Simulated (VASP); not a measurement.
# Cu16N in VASP: single point with PBE

Aim: the single point of Cu16N with PBE.

All numbers are computed with VASP 6.6.1; they aren't measurements. Logs are shortened: lines on timing, memory, paths and dates and some standing lists are left out, and cuts for length are marked.

**1. The cell of the first run**

The cell holds a slab with vacuum, 17 atoms: a = 7.220 Å, b = 5.105 Å, c = 16.829 Å, α = 90.00°, β = 90.00°, γ = 90.00°.

**2. Single point, PBE**

Contents of INCAR:

```
SYSTEM = Cu16N
PREC = Accurate ; ENCUT = 520
EDIFF = 1E-7 ; ISMEAR = -1
SIGMA = 0.1 ; LREAL = Auto
LASPH = .TRUE. ; NELM = 100
ALGO = Normal ; ISIF = 2
LWAVE = .FALSE. ; LCHARG = .FALSE.
GGA = PE ; NBANDS = 104
```

Contents of KPOINTS:

```
regular mesh
0
G
  2 3 1
  0 0 0
```

Contents of POSCAR:

```
Cu16N
1.0
    7.2200000000      0.0000000000      0.0000000000
    0.0000000000      5.1053110000      0.0000000000
    0.0000000000      0.0000000000     16.8289830000
Cu N
16 1
Direct
    0.2500000000      0.2499945645      0.0594212972
    0.7500000000      0.2499945645      0.0594212972
    0.2500000000      0.7500032809      0.0594212972
    0.7500000000      0.7500032809      0.0594212972
    0.0225207756     -0.0148276961      0.1315706362
    0.4502770083     -0.0398996261      0.1571930995
    0.0124930748      0.4412855554      0.1236973143
    0.4801800554      0.4765233695      0.1134055457
    0.2783240997      0.2637645385      0.2370434387
    0.7504986150      0.2113877098      0.1999883178
    0.2260387812      0.7395239977      0.2504488833
    0.7443213296      0.7059511164      0.2051817391
   -0.0341966759      0.0197637323      0.2957754488
    0.5964265928      0.0293419931      0.3114270185
   -0.0304016620      0.4869243029      0.2923052451
    0.5291274238      0.5092344032      0.3071724536
    0.7707202216      0.7416982041      0.3238936066
```

Potentials or basis: VASP PAW PBE potentials, release 64 (Cu, N).

Launch:

```console
$ cat potpaw_PBE.64/Cu/POTCAR potpaw_PBE.64/N/POTCAR > POTCAR
$ mpirun -np 1 vasp_std > vasp.out
```

OUTCAR:

```text
SYSTEM = Cu16N
   PREC = Accurate
   ENCUT = 520
   EDIFF = 1E-7
   ISMEAR = -1
   LREAL = Auto
   LASPH = .TRUE.
   NELM = 100
   ISIF = 2
   GGA = PE

 ion  position               nearest neighbor table
   1  0.250  0.250  0.059-   8 2.22   7 2.25   5 2.45   3 2.55   3 2.55   6 2.64
   2  0.750  0.250  0.059-  10 2.37   7 2.39   8 2.44   4 2.55   4 2.55   5 2.68
   3  0.250  0.750  0.059-   8 2.35   5 2.37   6 2.44   1 2.55   1 2.55   7 2.57
   4  0.750  0.750  0.059-  12 2.46   2 2.55   2 2.55   8 2.56   5 2.61   7 2.69
   5  0.023  0.985  0.132-   7 2.33   3 2.37   1 2.45  10 2.55   4 2.61   2 2.68  12 2.76   7 2.78
                            11 2.78
   6  0.450  0.960  0.157-   9 2.40   3 2.44  11 2.52   8 2.59  12 2.62  10 2.62   1 2.64   8 2.75

   7  0.012  0.441  0.124-   1 2.25   5 2.33   2 2.39   3 2.57  10 2.57   4 2.69  12 2.73   5 2.78

   8  0.480  0.477  0.113-   1 2.22   3 2.35   2 2.44   4 2.56   6 2.59  12 2.72   6 2.75   9 2.76
                            10 2.79
   9  0.278  0.264  0.237-   6 2.40  11 2.47  16 2.50  15 2.67  11 2.71  13 2.76   8 2.76
  10  0.750  0.211  0.200-  14 2.37   2 2.37  13 2.44  12 2.53   5 2.55   7 2.57  12 2.58   6 2.62
                            15 2.63   8 2.79
  11  0.226  0.740  0.250-  15 2.36   9 2.47  13 2.48   6 2.52  16 2.66   9 2.71   5 2.78
  12  0.744  0.706  0.205-  17 2.02  15 2.46   4 2.46  16 2.52  10 2.53  10 2.58   6 2.62  14 2.66
                             8 2.72  13 2.73   7 2.73   5 2.76
  13  0.966  0.020  0.296-  17 2.06  15 2.39  10 2.44  11 2.48  14 2.68  15 2.72  12 2.73   9 2.76

  14  0.596  0.029  0.311-  17 1.95  10 2.37  16 2.50  12 2.66  13 2.68  16 2.70
  15  0.970  0.487  0.292-  17 2.01  11 2.36  13 2.39  12 2.46  10 2.63   9 2.67  13 2.72
  16  0.529  0.509  0.307-  17 2.13   9 2.50  14 2.50  12 2.52  11 2.66  14 2.70
  17  0.771  0.742  0.324-  14 1.95  15 2.01  12 2.02  13 2.06  16 2.13

  LATTYP: Found a simple orthorhombic cell.
 ALAT       =     5.1053110000
 B/A-ratio  =     1.4142135513
 C/A-ratio  =     3.2963678413

  Lattice vectors:

 A1 = (   0.0000000000,  -5.1053110000,   0.0000000000)
 A2 = (   7.2200000000,   0.0000000000,   0.0000000000)
 A3 = (   0.0000000000,   0.0000000000,  16.8289830000)

Analysis of symmetry for initial positions (statically):
=====================================================================
 Subroutine PRICEL returns:
 Original cell was already a primitive cell.

 Routine SETGRP: Setting up the symmetry group for a
 simple orthorhombic supercell.

 Subroutine GETGRP returns: Found  1 space group operations
 (whereof  1 operations were pure point group operations)
 out of a pool of  8 trial point group operations.

The static configuration has the point symmetry C_1 .

Analysis of symmetry for dynamics (positions and initial velocities):
=====================================================================
 Subroutine PRICEL returns:
 Original cell was already a primitive cell.

 Routine SETGRP: Setting up the symmetry group for a
 simple orthorhombic supercell.

 Subroutine GETGRP returns: Found  1 space group operations
 (whereof  1 operations were pure point group operations)
 out of a pool of  8 trial point group operations.

The dynamic configuration has the point symmetry C_1 .

 Subroutine INISYM returns: Found  1 space group operations
 (whereof  1 operations are pure point group operations),
 and found     1 'primitive' translations

----------------------------------------------------------------------------------------

                                     Primitive cell

  volume of cell :     620.3221

  direct lattice vectors                    reciprocal lattice vectors
     7.220000000  0.000000000  0.000000000     0.138504155  0.000000000  0.000000000
     0.000000000  5.105311000  0.000000000     0.000000000  0.195874453  0.000000000
     0.000000000  0.000000000 16.828983000     0.000000000  0.000000000  0.059421297

  length of vectors
     7.220000000  5.105311000 16.828983000     0.138504155  0.195874453  0.059421297

  position of ions in fractional coordinates (direct lattice)
     0.250000000  0.249994564  0.059421297
     0.750000000  0.249994564  0.059421297
     0.250000000  0.750003281  0.059421297
     0.750000000  0.750003281  0.059421297
     0.022520776  0.985172304  0.131570636
     0.450277008  0.960100374  0.157193099
[... 9 lines left out ...]
     0.529127424  0.509234403  0.307172454
     0.770720222  0.741698204  0.323893607

  ion indices of the primitive-cell ions
   primitive index   ion index
                 1           1
                 2           2
                 3           3
                 4           4
                 5           5
                 6           6
[... 9 lines left out ...]
                16          16
                17          17

----------------------------------------------------------------------------------------

 KPOINTS: regular mesh

Automatic generation of k-mesh.
 Grid dimensions read from file:
 generate k-points for:    2    3    1

 Generating k-lattice:

  Cartesian coordinates                     Fractional coordinates (reciprocal lattice)
     0.069252078  0.000000000  0.000000000     0.500000000  0.000000000  0.000000000
     0.000000000  0.065291484  0.000000000     0.000000000  0.333333333  0.000000000
     0.000000000  0.000000000  0.059421297     0.000000000  0.000000000  1.000000000

  Length of vectors
     0.069252078  0.065291484  0.059421297

  Shift w.r.t. Gamma in fractional coordinates (k-lattice)
     0.000000000  0.000000000  0.000000000

 Subroutine IBZKPT returns following result:
 ===========================================

 Found      4 irreducible k-points:

 Following reciprocal coordinates:
            Coordinates               Weight
  0.000000  0.000000  0.000000      1.000000
  0.500000  0.000000  0.000000      1.000000
  0.000000  0.333333  0.000000      2.000000
  0.500000  0.333333  0.000000      2.000000
   k-points           NKPTS =      4   k-points in BZ     NKDIM =      4   number of bands    NBANDS=    104
   number of dos      NEDOS =    301   number of ions     NIONS =     17
   total plane-waves  NPLWV = 272160
   dimension x,y,z NGX =    54 NGY =   40 NGZ =  126
   dimension x,y,z NGXF=   108 NGYF=   80 NGZF=  252
   ions per type =              16   1
   NGX,Y,Z   is equivalent  to a cutoff of  12.43, 13.03, 12.45 a.u.
   NGXF,Y,Z  is equivalent  to a cutoff of  24.87, 26.05, 24.89 a.u.
 SYSTEM =  Cu16N
   PREC   = accura    normal or accurate (medium, high low for compatibility)
   ISTART =      0    job   : 0-new  1-cont  2-samecut
   ICHARG =      2    charge: 1-file 2-atom 10-const
   ISPIN  =      1    spin polarized calculation?
   LNONCOLLINEAR =      F non collinear calculations
   LSORBIT =      F    spin-orbit coupling
   LASPH  =      T    aspherical Exc in radial PAW
   ENCUT  =  520.0 eV  38.22 Ry    6.18 a.u.  13.42  9.49 31.29*2*pi/ulx,y,z
   NELM   =    100;   NELMIN=  2; NELMDL= -5     # of ELM steps
   EDIFF  = 0.1E-06   stopping-criterion for ELM
   LREAL  =      T    real-space projection
   EDIFFG = 0.1E-05   stopping-criterion for IOM
   NSW    =      0    number of steps for IOM
   IBRION =     -1    ionic relax: 0-MD 1-quasi-New 2-CG
   NFREE  =      0    steps in history (QN), initial steepest desc. (CG)
   ISIF   =      2    stress and relaxation
   ISYM   =      2    0-nonsym 1-usesym 2-fastsym
   POTIM  = 0.5000    time-step for ionic-motion
   TEBEG  =    0.0;   TEEND  =   0.0 temperature during run
   PSTRESS=    0.0 pullay stress
   NELECT =     181.0000    total number of electrons
   NUPDOWN=      -1.0000    fix difference up-down
   EMIN   =  10.00;   EMAX   =-10.00  energy-range for DOS
   EFERMI =   0.00;   METHOD = LEGACY
   ISMEAR =    -1;   SIGMA  =   0.10  broadening in eV -4-tet -1-fermi 0-gaus
   EFERMI_NEDOS =   21; number of points for ismear=-14 and -15
   IALGO  =     38    algorithm
   IMIX   =      4    mixing-type and parameters
     AMIX     =   0.40;   BMIX     =  1.00
     AMIX_MAG =   1.60;   BMIX_MAG =  1.00
  volume/ion in A,a.u.               =      36.49       246.24
  Fermi-wavevector in a.u.,A,eV,Ry     =   1.085830  2.051922 16.041640  1.179027
  Thomas-Fermi vector in A             =   2.221953
   LORBIT       =      0    0 simple, 1 ext, 2 COOP (PROOUT), +10 PAW based schemes
   GGA     = PE    functional components
   LHFCALC =     F    Hartree Fock is set to
   AEXX    =    0.0000 exact exchange contribution
   IVDW    =     0    specifies the selected vdW correction
   LEPSILON=     F    determine dielectric tensor
   LRPA    =     F    only Hartree local field effects (RPA)
 non-spin polarized calculation
  energy-cutoff  :      520.00
  volume of cell :      620.32
 maximum number of plane-waves:     16767
 NGX is ok and might be reduce to    54
   NGX = 27   NGY = 19   NGZ = 63

 number of electron     180.9999970 magnetization

 Free energy of the ion-electron system (eV)
  ---------------------------------------------------
  ext. energy  EPLUGINS =         0.00000000
  ---------------------------------------------------
  free energy    TOTEN  =       -58.26317464 eV

  energy without entropy =      -58.00590508  energy(sigma->0) =      -58.13453986

 E-fermi :  -0.7015     XC(G=0):  -5.2414

 val. band max:       -0.7398950615   @ k =   0.0000   0.3333   0.0000
 cond. band min:      -0.6881166225   @ k =   0.5000   0.3333   0.0000
 fundamental gap:      0.0517784390
 Fermi energy:        -0.7014935236

 k-point     1 :       0.0000    0.0000    0.0000
  band No.  band energies     occupation
      1     -15.0999      2.00000
      2      -8.3783      2.00000
      3      -6.5164      2.00000
      4      -6.1420      2.00000
      5      -6.0641      2.00000
      6      -5.9165      2.00000
[... 94 lines left out ...]
    101       3.0995      0.00000
    102       3.2729      0.00000

 k-point     2 :       0.5000    0.0000    0.0000
  band No.  band energies     occupation
      1     -15.0984      2.00000
      2      -7.8174      2.00000
      3      -7.6533      2.00000
      4      -6.5045      2.00000
      5      -5.9192      2.00000
      6      -5.5688      2.00000
[... 94 lines left out ...]
    101       2.3887      0.00000
    102       2.4358      0.00000

 k-point     3 :       0.0000    0.3333    0.0000
  band No.  band energies     occupation
      1     -15.0783      2.00000
      2      -7.8127      2.00000
      3      -6.4750      2.00000
      4      -6.1804      2.00000
      5      -5.9841      2.00000
      6      -5.6663      2.00000
[... 94 lines left out ...]
    101       2.7876      0.00000
    102       3.4417      0.00000

 k-point     4 :       0.5000    0.3333    0.0000
  band No.  band energies     occupation
      1     -15.0773      2.00000
      2      -7.3109      2.00000
      3      -7.0636      2.00000
      4      -6.2874      2.00000
      5      -6.1285      2.00000
      6      -5.6923      2.00000
[... 94 lines left out ...]
    101       2.7267      0.00000
    102       2.9738      0.00000
 [bands above 102 left out]

------------------------ aborting loop because EDIFF is reached ----------------------------------------

  FORCE on cell =-STRESS in cart. coord.  units (eV):
  Direction    XX          YY          ZZ          XY          YZ          ZX
  --------------------------------------------------------------------------------------
  -------------------------------------------------------------------------------------
  Total       -9.2649516     -6.1639300     -3.5482039     -0.3964632      0.4392175     -1.2017253
  in kB      -23.9296565    -15.9202912     -9.1643545     -1.0239911      1.1344177     -3.1038342
  external PRESSURE =     -16.3381007 kB  Pullay stress =       0.0000000 kB

 VOLUME and BASIS-vectors are now :
 -----------------------------------------------------------------------------
  energy-cutoff  :      520.00
  volume of cell :      620.32
      direct lattice vectors                 reciprocal lattice vectors
     7.220000000  0.000000000  0.000000000     0.138504155  0.000000000  0.000000000
     0.000000000  5.105311000  0.000000000     0.000000000  0.195874453  0.000000000
     0.000000000  0.000000000 16.828983000     0.000000000  0.000000000  0.059421297

 POSITION                                       TOTAL-FORCE (eV/Angst)
 -----------------------------------------------------------------------------------
      1.80500      1.27630      1.00000         0.049059     -1.093013     -0.854306
      5.41500      1.27630      1.00000        -0.143267     -0.317435     -0.243533
      1.80500      3.82900      1.00000        -0.210862     -0.171605     -0.214598
      5.41500      3.82900      1.00000         0.005592     -0.014381      0.529564
      0.16260      5.02961      2.21420        -0.359194     -0.796690      0.522063
      3.25100      4.90161      2.64540         0.590314      0.115258     -0.367949
[... 9 lines left out ...]
      3.82030      2.59980      5.16940         0.555666      0.226568     -0.396077
      5.56460      3.78660      5.45080        -0.085633      0.001504     -0.585465
 -----------------------------------------------------------------------------------
    total drift:                               -0.000677      0.000161     -0.001730

  FREE ENERGIE OF THE ION-ELECTRON SYSTEM (eV)
  ---------------------------------------------------
  free  energy   TOTEN  =       -58.2631746417 eV

  energy  without entropy=      -58.0059050838  energy(sigma->0) =      -58.13453986
```

It took 13 min on 1 thread of Intel Xeon Platinum 8559C (Emerald Rapids), shared host; peak memory 0.64 GiB.

Results:

```
Free energy            : -58.2632 eV
Largest force          : 2.056 eV/Å
Band gap on the k mesh : zero (an odd number of electrons rules out a gap without spin polarisation)
```

Forces on the atoms (eV/Å):
```
Cu   0.049 -1.093 -0.854
Cu  -0.143 -0.317 -0.244
Cu  -0.211 -0.172 -0.215
Cu   0.006 -0.014  0.530
Cu  -0.359 -0.797  0.522
Cu   0.590  0.115 -0.368
Cu  -0.511  1.798  0.855
Cu   1.313  0.433  1.166
Cu  -0.544 -0.218  0.476
Cu  -0.300  0.458 -0.040
Cu   0.774  0.373 -0.387
Cu  -0.079  0.274 -0.425
Cu  -0.164 -0.808 -0.059
Cu  -0.406 -0.434 -0.181
Cu  -0.485  0.173  0.204
Cu   0.556  0.227 -0.396
N   -0.086  0.002 -0.585
```

Caveat: the k points lie up to 0.44 Å⁻¹ apart, too coarse for converged energies and pressures of a metal; there is no dipole correction, which matters where the two faces differ. With open d or f shells a metallic result of PBE can be an artefact of self-interaction; +U or a hybrid may open a gap.

The gap in the log of VASP goes by the Fermi energy; the results here count the filled bands.